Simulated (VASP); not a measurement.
Input of a VASP 6.6.1 run:

INCAR

```
PREC     = Accurate       # precision mode
ENCUT    = 600            # plane-wave cutoff, eV
EDIFF    = 1E-6           # SCF threshold, eV
ISMEAR   = 0              # smearing method
SIGMA    = 0.05           # smearing width, eV
LREAL    = F              # projectors in reciprocal space
LASPH    = T              # aspherical terms in the spheres
NELM     = 200            # most SCF steps
ALGO     = Normal         # electronic algorithm
ISIF     = 2              # what is computed and relaxed
LWAVE    = F              # write WAVECAR
LCHARG   = F              # write CHGCAR
ISPIN    = 2              # spin polarisation
MAGMOM   = 2              # initial moments
LORBIT   = 11             # projections on sites
LMAXMIX  = 4              # l up to which the mixer works
GGA      = PE             # functional
NBANDS   = 15             # bands
GGA_COMPAT= F
```

Contents of KPOINTS:

```
Automatic mesh
0
Gamma
  14 14 14
```

POSCAR

```
Ni
1.0
    0.0000000000      1.7495000000      1.7495000000
    1.7495000000      0.0000000000      1.7495000000
    1.7495000000      1.7495000000      0.0000000000
Ni
1
Direct
    0.0000000000      0.0000000000      0.0000000000
```

Potentials or basis: VASP PAW PBE potentials, release 64 (Ni).

The run is started by

```sh
$ cat potpaw_PBE.64/Ni/POTCAR > POTCAR
$ mpirun -np 1 vasp_std > vasp.out
```

Question: Predict the site moments.

Answer: Ni +0.59 μB.

Question: What does it give for the pressure?

Answer: 2.9 GPa.
